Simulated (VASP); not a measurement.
# MgO (Periclase) (I4/mmm) in VASP: further runs, part 3 of 3

VASP 6.6.1. The steps go on from the part before.

### Step 4. Single point, r2SCAN (uniaxial x strain -5.7%)

POSCAR

```
MgO
1.0
    0.0000000000      2.1021680256      2.1021680256
    1.9825546649      0.0000000000      2.1021680256
    1.9825546649      2.1021680256      0.0000000000
Mg O
1 1
Direct
    0.0000000000      0.0000000000      0.0000000000
    0.5000000000      0.5000000000      0.5000000000
```

INCAR.step1

```
PREC = Accurate
ENCUT = 520
ISMEAR = 0
SIGMA = 0.01
LREAL = False
LASPH = True
NELM = 100
NBANDS = 11
GGA = PE
ALGO = Normal
EDIFF = 1E-4
LWAVE = True
LCHARG = False
```

INCAR.step2

```
PREC = Accurate
ENCUT = 520
EDIFF = 1E-6
ISMEAR = 0
SIGMA = 0.01
LREAL = False
LASPH = True
NELM = 100
ALGO = Normal
ISIF = 2
LWAVE = False
LCHARG = False
METAGGA = R2SCAN
LMIXTAU = True
NBANDS = 11
ISTART = 1
```

KPOINTS

```
regular mesh
0
Gamma
  10 10 10
```

Potentials or basis: VASP PAW PBE potentials, release 64 (Mg, O).

Started as:

```bash
> cat potpaw_PBE.64/Mg/POTCAR potpaw_PBE.64/O/POTCAR > POTCAR
> cp INCAR.step1 INCAR
> mpirun -np 1 vasp_std > vasp.out
> cp INCAR.step2 INCAR
> mpirun -np 1 vasp_std > vasp.out
```

OUTCAR:

```text
PREC = Accurate
   ENCUT = 520
   EDIFF = 1E-6
   ISMEAR = 0
   LREAL = False
   LASPH = True
   NELM = 100
   ISIF = 2
   METAGGA = R2SCAN
   ISTART = 1

 ion  position               nearest neighbor table
   1  0.000  0.000  0.000-   2 1.98   2 1.98   2 2.10   2 2.10   2 2.10   2 2.10
   2  0.500  0.500  0.500-   1 1.98   1 1.98   1 2.10   1 2.10   1 2.10   1 2.10

  LATTYP: Found a body centered tetragonal cell.
 ALAT       =     2.9729145322
 C/A-ratio  =     1.3337448106

  Lattice vectors:

 A1 = (  -1.9825546649,   0.0000000000,  -2.1021680256)
 A2 = (  -1.9825546649,   0.0000000000,   2.1021680256)
 A3 = (   1.9825546649,   2.1021680256,   0.0000000000)

Analysis of symmetry for initial positions (statically):
=====================================================================
 Subroutine PRICEL returns:
 Original cell was already a primitive cell.

 Routine SETGRP: Setting up the symmetry group for a
 body centered tetragonal supercell.

 Subroutine GETGRP returns: Found 16 space group operations
 (whereof 16 operations were pure point group operations)
 out of a pool of 16 trial point group operations.

The static configuration has the point symmetry D_4h.

Analysis of symmetry for dynamics (positions and initial velocities):
=====================================================================
 Subroutine PRICEL returns:
 Original cell was already a primitive cell.

 Routine SETGRP: Setting up the symmetry group for a
 body centered tetragonal supercell.

 Subroutine GETGRP returns: Found 16 space group operations
 (whereof 16 operations were pure point group operations)
 out of a pool of 16 trial point group operations.

The dynamic configuration has the point symmetry D_4h.

 Subroutine INISYM returns: Found 16 space group operations
 (whereof 16 operations are pure point group operations),
 and found     1 'primitive' translations

----------------------------------------------------------------------------------------

                                     Primitive cell

  volume of cell :      17.5223

  direct lattice vectors                    reciprocal lattice vectors
     0.000000000  2.102168026  2.102168026    -0.252199855  0.237849684  0.237849684
     1.982554665  0.000000000  2.102168026     0.252199855 -0.237849684  0.237849684
     1.982554665  2.102168026  0.000000000     0.252199855  0.237849684 -0.237849684

  length of vectors
     2.972914532  2.889573222  2.889573222     0.420416117  0.420416117  0.420416117

  position of ions in fractional coordinates (direct lattice)
     0.000000000  0.000000000  0.000000000
     0.500000000  0.500000000  0.500000000

  ion indices of the primitive-cell ions
   primitive index   ion index
                 1           1
                 2           2

----------------------------------------------------------------------------------------

 KPOINTS: regular mesh

Automatic generation of k-mesh.
 Grid dimensions read from file:
 generate k-points for:   10   10   10

 Generating k-lattice:

  Cartesian coordinates                     Fractional coordinates (reciprocal lattice)
    -0.025219986  0.023784968  0.023784968     0.100000000  0.000000000  0.000000000
     0.025219986 -0.023784968  0.023784968     0.000000000  0.100000000 -0.000000000
     0.025219986  0.023784968 -0.023784968     0.000000000 -0.000000000  0.100000000

  Length of vectors
     0.042041612  0.042041612  0.042041612

  Shift w.r.t. Gamma in fractional coordinates (k-lattice)
     0.000000000  0.000000000  0.000000000

 Subroutine IBZKPT returns following result:
 ===========================================

 Found    102 irreducible k-points:

 Following reciprocal coordinates:
            Coordinates               Weight
  0.000000  0.000000  0.000000      1.000000
  0.100000  0.000000  0.000000      8.000000
  0.200000  0.000000  0.000000      8.000000
  0.300000  0.000000  0.000000      8.000000
  0.400000  0.000000  0.000000      8.000000
  0.500000  0.000000  0.000000      4.000000
[... 16 lines left out ...]
  0.300000  0.300000  0.000000      4.000000
  0.400000  0.300000  0.000000     16.000000
 [... further k-points ...]
   k-points           NKPTS =    102   k-points in BZ     NKDIM =    102   number of bands    NBANDS=     11
   number of dos      NEDOS =    301   number of ions     NIONS =      2
   total plane-waves  NPLWV =  13824
   dimension x,y,z NGX =    24 NGY =   24 NGZ =   24
   dimension x,y,z NGXF=    48 NGYF=   48 NGZF=   48
   ions per type =               1   1
   NGX,Y,Z   is equivalent  to a cutoff of  13.42, 13.81, 13.81 a.u.
   NGXF,Y,Z  is equivalent  to a cutoff of  26.84, 27.62, 27.62 a.u.
 SYSTEM =  unknown system
   PREC   = accura    normal or accurate (medium, high low for compatibility)
   ISTART =      1    job   : 0-new  1-cont  2-samecut
   ICHARG =      0    charge: 1-file 2-atom 10-const
   ISPIN  =      1    spin polarized calculation?
   LNONCOLLINEAR =      F non collinear calculations
   LSORBIT =      F    spin-orbit coupling
   LASPH  =      T    aspherical Exc in radial PAW
   ENCUT  =  520.0 eV  38.22 Ry    6.18 a.u.   5.53  5.37  5.37*2*pi/ulx,y,z
   NELM   =    100;   NELMIN=  2; NELMDL=  0     # of ELM steps
   EDIFF  = 0.1E-05   stopping-criterion for ELM
   LREAL  =      F    real-space projection
   EDIFFG = 0.1E-04   stopping-criterion for IOM
   NSW    =      0    number of steps for IOM
   IBRION =     -1    ionic relax: 0-MD 1-quasi-New 2-CG
   NFREE  =      0    steps in history (QN), initial steepest desc. (CG)
   ISIF   =      2    stress and relaxation
   ISYM   =      2    0-nonsym 1-usesym 2-fastsym
   POTIM  = 0.5000    time-step for ionic-motion
   TEBEG  =    0.0;   TEEND  =   0.0 temperature during run
   PSTRESS=    0.0 pullay stress
   NELECT =       8.0000    total number of electrons
   NUPDOWN=      -1.0000    fix difference up-down
   EMIN   =  10.00;   EMAX   =-10.00  energy-range for DOS
   EFERMI =   0.00;   METHOD = LEGACY
   ISMEAR =     0;   SIGMA  =   0.01  broadening in eV -4-tet -1-fermi 0-gaus
   EFERMI_NEDOS =   21; number of points for ismear=-14 and -15
   IALGO  =     38    algorithm
   IMIX   =      4    mixing-type and parameters
     AMIX     =   0.40;   BMIX     =  1.00
     AMIX_MAG =   1.60;   BMIX_MAG =  1.00
  volume/ion in A,a.u.               =       8.76        59.12
  Fermi-wavevector in a.u.,A,eV,Ry     =   1.260593  2.382175 21.620939  1.589094
  Thomas-Fermi vector in A             =   2.394095
   LORBIT       =      0    0 simple, 1 ext, 2 COOP (PROOUT), +10 PAW based schemes
   METAGGA = R2SCAN    functional components
   LHFCALC =     F    Hartree Fock is set to
   AEXX    =    0.0000 exact exchange contribution
   IVDW    =     0    specifies the selected vdW correction
   LEPSILON=     F    determine dielectric tensor
   LRPA    =     F    only Hartree local field effects (RPA)
 non-spin polarized calculation
 Gauss-broadening in eV      SIGMA  =   0.01
  energy-cutoff  :      520.00
  volume of cell :       17.52
 maximum number of plane-waves:       499
 NGX is ok and might be reduce to    24
   NGX = 11   NGY = 11   NGZ = 11

 number of electron       7.9999999 magnetization

 Free energy of the ion-electron system (eV)
  ---------------------------------------------------
  ext. energy  EPLUGINS =         0.00000000
  ---------------------------------------------------
  free energy    TOTEN  =       -16.09258711 eV

  energy without entropy =      -16.09258711  energy(sigma->0) =      -16.09258711

 E-fermi :   3.4867     XC(G=0): -11.9231

 val. band max:        3.2988546771   @ k =   0.0000   0.0000   0.0000
 cond. band min:       9.5015245871   @ k =   0.0000   0.0000   0.0000
 fundamental gap:      6.2026699100
 Fermi energy:         3.4867182498

 k-point     1 :       0.0000    0.0000    0.0000
  band No.  band energies     occupation
      1     -15.2871      2.00000
      2       3.1685      2.00000
      3       3.2989      2.00000
      4       3.2989      2.00000
      5       9.5015      0.00000
      6      20.2979      0.00000
      7      20.2979      0.00000
      8      20.9456      0.00000
      9      24.8528      0.00000
     10      25.6224      0.00000
     11      27.7811      0.00000
[... 309 lines left out ...]
 k-point    24 :       0.4000    0.3000    0.0000
  band No.  band energies     occupation
      1     -13.9808      2.00000
      2      -0.5639      2.00000
      3       1.8333      2.00000
      4       2.2146      2.00000
      5      14.4445      0.00000
      6      14.9079      0.00000
      7      18.4931      0.00000
      8      23.5178      0.00000
      9      24.3595      0.00000
     10      30.4980      0.00000
     11      32.8841      0.00000

 [... further k-points ...]
[... 5 lines left out ...]
  --------------------------------------------------------------------------------------
  -------------------------------------------------------------------------------------
  Total        2.6563759      0.5338523      0.5338523      0.0000000      0.0000000     -0.0000000
  in kB      242.8902536     48.8136947     48.8136947      0.0000000      0.0000000     -0.0000000
  external PRESSURE =     113.5058810 kB  Pullay stress =       0.0000000 kB

 VOLUME and BASIS-vectors are now :
 -----------------------------------------------------------------------------
  energy-cutoff  :      520.00
  volume of cell :       17.52
      direct lattice vectors                 reciprocal lattice vectors
     0.000000000  2.102168026  2.102168026    -0.252199855  0.237849684  0.237849684
     1.982554665  0.000000000  2.102168026     0.252199855 -0.237849684  0.237849684
     1.982554665  2.102168026  0.000000000     0.252199855  0.237849684 -0.237849684

 POSITION                                       TOTAL-FORCE (eV/Angst)
 -----------------------------------------------------------------------------------
      0.00000      0.00000      0.00000        -0.000000     -0.000000      0.000000
      1.98255      2.10217      2.10217         0.000000      0.000000     -0.000000
 -----------------------------------------------------------------------------------
    total drift:                               -0.000000     -0.000000      0.000000

  FREE ENERGIE OF THE ION-ELECTRON SYSTEM (eV)
  ---------------------------------------------------
  free  energy   TOTEN  =       -16.0925871104 eV

  energy  without entropy=      -16.0925871104  energy(sigma->0) =      -16.09258711
```

Run time: 52 s. Hardware: 1 thread of Intel Xeon Platinum 8259CL at 2.50GHz (Skylake/Cascade Lake), shared host; peak memory 0.16 GiB.

What came out:

| Property | Result |
| --- | --- |
| Free energy | -16.0926 eV |
| Pressure | 11.4 GPa |
| Band gap on the k mesh | 6.20 eV, direct |

Stress tensor (GPa, compression positive):
```
24.29  0.00  0.00
 0.00  4.88  0.00
 0.00  0.00  4.88
```

Caveat: the cell differs from its parent crystal (uniaxial x strain -5.7%); the PAW data sets were made with another functional, which shifts forces and pressure a little.

### Step 5. Summary

| level | k mesh | smearing | gap on the mesh (eV) | pressure (GPa) |
| --- | --- | --- | --- | --- |
| PBE | 6 × 6 × 6 | gaussian 0.01 eV | 5.30 | 17.7 |
| PBE | 10 × 10 × 10 | fermi-dirac 0.02 eV | 5.30 | 17.7 |
| r2SCAN | 10 × 10 × 10 | gaussian 0.01 eV | 6.20 | 11.4 |

Alike in all rows: task single point; potentials or basis VASP PAW PBE potentials, release 64 (Mg, O); no spin polarisation; cell as given; cutoff (eV) 520.

Caveats: some runs use coarse meshes; the PAW data sets were made with another functional, which shifts forces and pressure a little (some runs).

Total energies depend on the potentials used, so only differences within one code and one set of settings carry meaning.
